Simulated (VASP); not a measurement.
# Sr3Al2O (R-3m) in VASP: notebook

Runs on Sr3Al2O. Level: PBE. Tasks: single point.

Program: VASP 6.6.1. These are calculated values, not measurements. Logs are shortened: lines on timing, memory, paths and dates and some standing lists are left out, and cuts for length are marked.

### Step 1. The cell of the first run

The structure is trigonal, space group R-3m (No. 166). The conventional cell has a = 5.781 Å, b = 5.781 Å, c = 13.958 Å, α = 90.00°, β = 90.00°, γ = 120.00°. Sr (site symmetry 2/m) has 2 O at 2.86 Å and 4 Sr at 2.89 Å and 6 Al at 3.37 Å within 3.8 Å. Al (site symmetry 3m) has 9 Sr at 3.37 Å and 3 O at 3.39 Å and 4 Al at 3.45 to 3.55 Å within 4.4 Å. Within 3.8 Å of O (site symmetry -3m) lie 6 Sr at 2.86 Å and 6 Al at 3.39 Å.

The cell was built from a structure type or drawn by symmetry, and may not be a known phase.

### Step 2. Single point, PBE

INCAR

```
PREC     = Accurate       # precision mode
ENCUT    = 520            # plane-wave cutoff, eV
EDIFF    = 1E-7           # SCF threshold, eV
ISMEAR   = 0              # smearing method
SIGMA    = 0.1            # smearing width, eV
LREAL    = False          # projectors in reciprocal space
LASPH    = True           # aspherical terms in the spheres
NELM     = 80             # most SCF steps
ALGO     = Normal         # electronic algorithm
ISIF     = 2              # what is computed and relaxed
LWAVE    = False          # write WAVECAR
LCHARG   = True           # write CHGCAR
GGA      = PE             # functional
LELF     = True           # ELF
LVHAR    = True         
NBANDS   = 30             # bands
```

KPOINTS

```
regular mesh
0
Gamma
  6 6 6
```

POSCAR

```
Sr3Al2O
1.0
    2.8907038800      1.6689486700      4.6527663000
   -2.8907038800      1.6689486700      4.6527663000
    0.0000000000     -3.3378973300      4.6527663000
Sr Al O
3 2 1
Direct
    0.0000000000      0.5000000000      0.5000000000
    0.5000000000      0.5000000000      0.0000000000
    0.5000000000      0.0000000000      0.5000000000
    0.1235570000      0.1235570000      0.1235570000
    0.8764430000      0.8764430000      0.8764430000
    0.5000000000      0.5000000000      0.5000000000
```

Potentials or basis: VASP PAW PBE potentials, release 64 (Sr_sv, Al, O).

Run with:

```bash
$ cat potpaw_PBE.64/Sr_sv/POTCAR potpaw_PBE.64/Al/POTCAR potpaw_PBE.64/O/POTCAR > POTCAR
$ mpirun -np 1 vasp_std > vasp.out
```

OUTCAR:

```text
PREC = Accurate
   ENCUT = 520
   EDIFF = 1E-7
   ISMEAR = 0
   LREAL = False
   LASPH = True
   NELM = 80
   ISIF = 2
   GGA = PE

 ion  position               nearest neighbor table
   1  0.000  0.500  0.500-   6 2.86   6 2.86   3 2.89   3 2.89   2 2.89   2 2.89   4 3.37   5 3.37
                             5 3.37   4 3.37   4 3.37   5 3.37   2 4.94   2 4.94   3 4.94   3 4.94
   2  0.500  0.500  0.000-   6 2.86   6 2.86   3 2.89   1 2.89   3 2.89   1 2.89   4 3.37   5 3.37
                             4 3.37   5 3.37   4 3.37   5 3.37   3 4.94   1 4.94   3 4.94   1 4.94
   3  0.500  0.000  0.500-   6 2.86   6 2.86   1 2.89   1 2.89   2 2.89   2 2.89   4 3.37   5 3.37
                             4 3.37   5 3.37   4 3.37   5 3.37   2 4.94   2 4.94   1 4.94   1 4.94
   4  0.124  0.124  0.124-   2 3.37   2 3.37   1 3.37   3 3.37   1 3.37   3 3.37   1 3.37   3 3.37
                             2 3.37
   5  0.876  0.876  0.876-   2 3.37   2 3.37   1 3.37   3 3.37   1 3.37   3 3.37   1 3.37   3 3.37
                             2 3.37
   6  0.500  0.500  0.500-   1 2.86   3 2.86   3 2.86   1 2.86   2 2.86   2 2.86

  LATTYP: Found a trigonal (rhomboedric) cell.
 ALAT       =     5.7262372312
 COS(alpha) =     0.4903188934

  Lattice vectors:

 A1 = (   2.8907038800,   1.6689486700,   4.6527663000)
 A2 = (  -2.8907038800,   1.6689486700,   4.6527663000)
 A3 = (   0.0000000000,  -3.3378973300,   4.6527663000)

Analysis of symmetry for initial positions (statically):
=====================================================================
 Subroutine PRICEL returns:
 Original cell was already a primitive cell.

 Routine SETGRP: Setting up the symmetry group for a
 trigonal (rhombohedral) supercell.

 Subroutine GETGRP returns: Found 12 space group operations
 (whereof 12 operations were pure point group operations)
 out of a pool of 12 trial point group operations.

The static configuration has the point symmetry D_3d.

Analysis of symmetry for dynamics (positions and initial velocities):
=====================================================================
 Subroutine PRICEL returns:
 Original cell was already a primitive cell.

 Routine SETGRP: Setting up the symmetry group for a
 trigonal (rhombohedral) supercell.

 Subroutine GETGRP returns: Found 12 space group operations
 (whereof 12 operations were pure point group operations)
 out of a pool of 12 trial point group operations.

The dynamic configuration has the point symmetry D_3d.

 Subroutine INISYM returns: Found 12 space group operations
 (whereof 12 operations are pure point group operations),
 and found     1 'primitive' translations

----------------------------------------------------------------------------------------

                                     Primitive cell

  volume of cell :     134.6819

  direct lattice vectors                    reciprocal lattice vectors
     2.890703880  1.668948670  4.652766300     0.172968253  0.099863267  0.071641968
    -2.890703880  1.668948670  4.652766300    -0.172968253  0.099863267  0.071641968
     0.000000000 -3.337897330  4.652766300     0.000000000 -0.199726534  0.071641968

  length of vectors
     5.726237231  5.726237231  5.726237231     0.212186852  0.212186852  0.212186852

  position of ions in fractional coordinates (direct lattice)
     1.000000000  0.500000000  0.500000000
     0.500000000  0.500000000  0.000000000
     0.500000000  1.000000000  0.500000000
     0.123557000  0.123557000  0.123557000
     0.876443000  0.876443000  0.876443000
     0.500000000  0.500000000  0.500000000

  ion indices of the primitive-cell ions
   primitive index   ion index
                 1           1
                 2           2
                 3           3
                 4           4
                 5           5
                 6           6

----------------------------------------------------------------------------------------

 KPOINTS: regular mesh

Automatic generation of k-mesh.
 Grid dimensions read from file:
 generate k-points for:    6    6    6

 Generating k-lattice:

  Cartesian coordinates                     Fractional coordinates (reciprocal lattice)
     0.028828042  0.016643878  0.011940328     0.166666667 -0.000000000  0.000000000
    -0.028828042  0.016643878  0.011940328    -0.000000000  0.166666667  0.000000000
     0.000000000 -0.033287756  0.011940328     0.000000000  0.000000000  0.166666667

  Length of vectors
     0.035364475  0.035364475  0.035364475

  Shift w.r.t. Gamma in fractional coordinates (k-lattice)
     0.000000000  0.000000000  0.000000000

 Subroutine IBZKPT returns following result:
 ===========================================

 Found     32 irreducible k-points:

 Following reciprocal coordinates:
            Coordinates               Weight
  0.000000  0.000000  0.000000      1.000000
  0.166667 -0.000000 -0.000000      6.000000
  0.333333  0.000000  0.000000      6.000000
  0.500000 -0.000000  0.000000      3.000000
  0.166667  0.166667 -0.000000      6.000000
  0.333333  0.166667 -0.000000     12.000000
[... 16 lines left out ...]
  0.500000  0.500000  0.166667      6.000000
 -0.333333  0.500000  0.166667     12.000000
 [... further k-points ...]
   k-points           NKPTS =     32   k-points in BZ     NKDIM =     32   number of bands    NBANDS=     30
   number of dos      NEDOS =    301   number of ions     NIONS =      6
   total plane-waves  NPLWV = 110592
   dimension x,y,z NGX =    48 NGY =   48 NGZ =   48
   dimension x,y,z NGXF=    96 NGYF=   96 NGZF=   96
   ions per type =               3   2   1
   NGX,Y,Z   is equivalent  to a cutoff of  13.94, 13.94, 13.94 a.u.
   NGXF,Y,Z  is equivalent  to a cutoff of  27.87, 27.87, 27.87 a.u.
 SYSTEM =  unknown system
   PREC   = accura    normal or accurate (medium, high low for compatibility)
   ISTART =      0    job   : 0-new  1-cont  2-samecut
   ICHARG =      2    charge: 1-file 2-atom 10-const
   ISPIN  =      1    spin polarized calculation?
   LNONCOLLINEAR =      F non collinear calculations
   LSORBIT =      F    spin-orbit coupling
   LASPH  =      T    aspherical Exc in radial PAW
   ENCUT  =  520.0 eV  38.22 Ry    6.18 a.u.  10.65 10.65 10.65*2*pi/ulx,y,z
   NELM   =     80;   NELMIN=  2; NELMDL= -5     # of ELM steps
   EDIFF  = 0.1E-06   stopping-criterion for ELM
   LREAL  =      F    real-space projection
   EDIFFG = 0.1E-05   stopping-criterion for IOM
   NSW    =      0    number of steps for IOM
   IBRION =     -1    ionic relax: 0-MD 1-quasi-New 2-CG
   NFREE  =      0    steps in history (QN), initial steepest desc. (CG)
   ISIF   =      2    stress and relaxation
   ISYM   =      2    0-nonsym 1-usesym 2-fastsym
   POTIM  = 0.5000    time-step for ionic-motion
   TEBEG  =    0.0;   TEEND  =   0.0 temperature during run
   PSTRESS=    0.0 pullay stress
   NELECT =      42.0000    total number of electrons
   NUPDOWN=      -1.0000    fix difference up-down
   EMIN   =  10.00;   EMAX   =-10.00  energy-range for DOS
   EFERMI =   0.00;   METHOD = LEGACY
   ISMEAR =     0;   SIGMA  =   0.10  broadening in eV -4-tet -1-fermi 0-gaus
   EFERMI_NEDOS =   21; number of points for ismear=-14 and -15
   IALGO  =     38    algorithm
   IMIX   =      4    mixing-type and parameters
     AMIX     =   0.40;   BMIX     =  1.00
     AMIX_MAG =   1.60;   BMIX_MAG =  1.00
  volume/ion in A,a.u.               =      22.45       151.48
  Fermi-wavevector in a.u.,A,eV,Ry     =   1.110167  2.097911 16.768777  1.232470
  Thomas-Fermi vector in A             =   2.246715
   LORBIT       =      0    0 simple, 1 ext, 2 COOP (PROOUT), +10 PAW based schemes
   GGA     = PE    functional components
   LHFCALC =     F    Hartree Fock is set to
   AEXX    =    0.0000 exact exchange contribution
   IVDW    =     0    specifies the selected vdW correction
   LEPSILON=     F    determine dielectric tensor
   LRPA    =     F    only Hartree local field effects (RPA)
 non-spin polarized calculation
 Gauss-broadening in eV      SIGMA  =   0.10
  energy-cutoff  :      520.00
  volume of cell :      134.68
 maximum number of plane-waves:      3659
 NGX is ok and might be reduce to    48
   NGX = 21   NGY = 21   NGZ = 21

 number of electron      41.9999999 magnetization

 Free energy of the ion-electron system (eV)
  ---------------------------------------------------
  ext. energy  EPLUGINS =         0.00000000
  ---------------------------------------------------
  free energy    TOTEN  =       -15.77612442 eV

  energy without entropy =      -15.74970203  energy(sigma->0) =      -15.76291322

 E-fermi :   4.3916     XC(G=0):  -9.6400

 val. band max:        4.3789994011   @ k =   0.5000  -0.0000   0.0000
 cond. band min:       4.4042902917   @ k =  -0.3333   0.3333   0.1667
 fundamental gap:      0.0252908905
 Fermi energy:         4.3916496416

 k-point     1 :       0.0000    0.0000    0.0000
  band No.  band energies     occupation
      1     -31.9274      2.00000
      2     -31.3041      2.00000
      3     -31.3041      2.00000
      4     -15.9665      2.00000
      5     -14.5627      2.00000
      6     -14.5627      2.00000
[... 22 lines left out ...]
     29       8.6702      0.00000
     30       8.6702      0.00000

 k-point     2 :       0.1667   -0.0000   -0.0000
  band No.  band energies     occupation
      1     -31.8933      2.00000
      2     -31.3441      2.00000
      3     -31.3045      2.00000
      4     -15.8180      2.00000
      5     -14.5478      2.00000
      6     -14.4504      2.00000
[... 22 lines left out ...]
     29       8.8095      0.00000
     30       8.9475      0.00000

 k-point     3 :       0.3333    0.0000    0.0000
  band No.  band energies     occupation
      1     -31.8038      2.00000
      2     -31.4453      2.00000
      3     -31.3054      2.00000
      4     -15.4615      2.00000
      5     -14.4539      2.00000
      6     -14.1335      2.00000
[... 682 lines left out ...]
     29       8.1596      0.00000
     30       8.6496      0.00000

 k-point    24 :      -0.3333    0.5000    0.1667
  band No.  band energies     occupation
      1     -31.7294      2.00000
      2     -31.5243      2.00000
      3     -31.3068      2.00000
      4     -15.2153      2.00000
      5     -14.4309      2.00000
      6     -13.8992      2.00000
[... 22 lines left out ...]
     29       8.0868      0.00000
     30       8.3868      0.00000

 [... further k-points ...]

------------------------ aborting loop because EDIFF is reached ----------------------------------------

  FORCE on cell =-STRESS in cart. coord.  units (eV):
  Direction    XX          YY          ZZ          XY          YZ          ZX
  --------------------------------------------------------------------------------------
  -------------------------------------------------------------------------------------
  Total       15.8636177     15.8636177    -15.3945929      0.0000000     -0.0000000     -0.0000000
  in kB      188.7138361    188.7138369   -183.1343100      0.0000000     -0.0000001     -0.0000000
  external PRESSURE =      64.7644543 kB  Pullay stress =       0.0000000 kB

 VOLUME and BASIS-vectors are now :
 -----------------------------------------------------------------------------
  energy-cutoff  :      520.00
  volume of cell :      134.68
      direct lattice vectors                 reciprocal lattice vectors
     2.890703880  1.668948670  4.652766300     0.172968253  0.099863267  0.071641968
    -2.890703880  1.668948670  4.652766300    -0.172968253  0.099863267  0.071641968
     0.000000000 -3.337897330  4.652766300     0.000000000 -0.199726534  0.071641968

 POSITION                                       TOTAL-FORCE (eV/Angst)
 -----------------------------------------------------------------------------------
     -1.44535     -0.83447      4.65277        -0.000000     -0.000000     -0.000000
      0.00000      1.66895      4.65277         0.000000     -0.000000     -0.000000
      1.44535     -0.83447      4.65277        -0.000000     -0.000000     -0.000000
      0.00000      0.00000      1.72465        -0.000000      0.000000      0.440467
      0.00000      0.00000     12.23365        -0.000000     -0.000000     -0.440467
      0.00000      0.00000      6.97915         0.000000     -0.000000     -0.000000
 -----------------------------------------------------------------------------------
    total drift:                                0.000000      0.000000     -0.000000

  FREE ENERGIE OF THE ION-ELECTRON SYSTEM (eV)
  ---------------------------------------------------
  free  energy   TOTEN  =       -15.7761244154 eV

  energy  without entropy=      -15.7497020334  energy(sigma->0) =      -15.76291322
```

It took 5.9 min on 1 thread of Intel Xeon 8259CL, shared host; peak memory 0.39 GiB.

What came out:

```
Free energy            : -15.7761 eV
Pressure               : 6.5 GPa
Largest force          : 0.440 eV/Å
Band gap on the k mesh : zero (bands 21 and 22 overlap by 0.99 eV)
```

Forces in eV/Å, atoms in the order of the input:
```
Sr   0.000  0.000  0.000
Sr   0.000  0.000  0.000
Sr   0.000  0.000  0.000
Al   0.000  0.000  0.440
Al   0.000  0.000 -0.440
O    0.000  0.000  0.000
```

Caveat: the cell stands under pressure.

### Step 3. Single point, PBE

This run uses another cell than the first one, of 27.29 Å³/atom.

INCAR

```
SYSTEM = Sr3Al2O
PREC     = Accurate       ! precision mode
ENCUT    = 520            ! plane-wave cutoff, eV
EDIFF    = 1E-6           ! SCF threshold, eV
ISMEAR   = 0              ! smearing method
SIGMA    = 0.1            ! smearing width, eV
LREAL    = .FALSE.        ! projectors in reciprocal space
LASPH    = .TRUE.         ! aspherical terms in the spheres
NELM     = 100            ! most SCF steps
ALGO     = Normal         ! electronic algorithm
ISIF     = 2              ! what is computed and relaxed
LWAVE    = .FALSE.        ! write WAVECAR
LCHARG   = .FALSE.        ! write CHGCAR
GGA      = PE             ! functional
NBANDS   = 30             ! bands
```

KPOINTS

```
regular mesh
0
G
  6 6 6
  0 0 0
```

POSCAR

```
Sr3Al2O
1.0
    3.6099033571      2.0841786750      3.6270345526
   -3.6099033571      2.0841786750      3.6270345526
    0.0000000000     -4.1683573499      3.6270345526
Sr Al O
3 2 1
Direct
    0.0000000000      0.5000000000      0.5000000000
    0.5000000000      0.5000000000      0.0000000000
    0.5000000000      0.0000000000      0.5000000000
    0.1097985732      0.1097985732      0.1097985732
    0.8902014268      0.8902014268      0.8902014268
    0.5000000000      0.5000000000      0.5000000000
```

Potentials or basis: VASP PAW PBE potentials, release 64 (Sr_sv, Al, O).

Run with:

```bash
$ cat potpaw_PBE.64/Sr_sv/POTCAR potpaw_PBE.64/Al/POTCAR potpaw_PBE.64/O/POTCAR > POTCAR
$ mpirun -np 1 vasp_std > vasp.out
```

Run time: 4.8 min. Hardware: 1 thread of Intel Xeon 8259CL, shared host; peak memory 0.34 GiB.

It converged, with:

- Free energy: -22.2839 eV
- Pressure: 0.1 GPa
- Largest force: 0.010 eV/Å
- Band gap on the k mesh: zero (bands 21 and 22 overlap by 0.38 eV)

Forces in eV/Å, atoms in the order of the input:
```
Sr   0.000  0.000  0.000
Sr   0.000  0.000  0.000
Sr   0.000  0.000  0.000
Al   0.000  0.000 -0.010
Al   0.000  0.000  0.010
O    0.000  0.000  0.000
```

Levels at points of the mesh, in eV from the Fermi level:
| k point | band 18 | band 19 | band 20 | band 21 | band 22 | band 23 | band 24 | band 25 |
| --- | --- | --- | --- | --- | --- | --- | --- | --- |
| (0.00, 0.00, 0.00) | -1.79 | -1.31 | -0.82 | -0.82 | 0.41 | 0.41 | 1.37 | 1.37 |
| (0.50, 0.00, 0.00) | -2.43 | -1.23 | -0.49 | -0.22 | 0.11 | 1.29 | 2.16 | 2.39 |
| (0.50, 0.50, 0.00) | -2.45 | -1.49 | -0.72 | -0.48 | 0.62 | 1.43 | 2.14 | 2.73 |
| (0.50, 0.50, 0.50) | -3.14 | -1.42 | -0.94 | -0.94 | 0.85 | 0.85 | 2.55 | 2.55 |
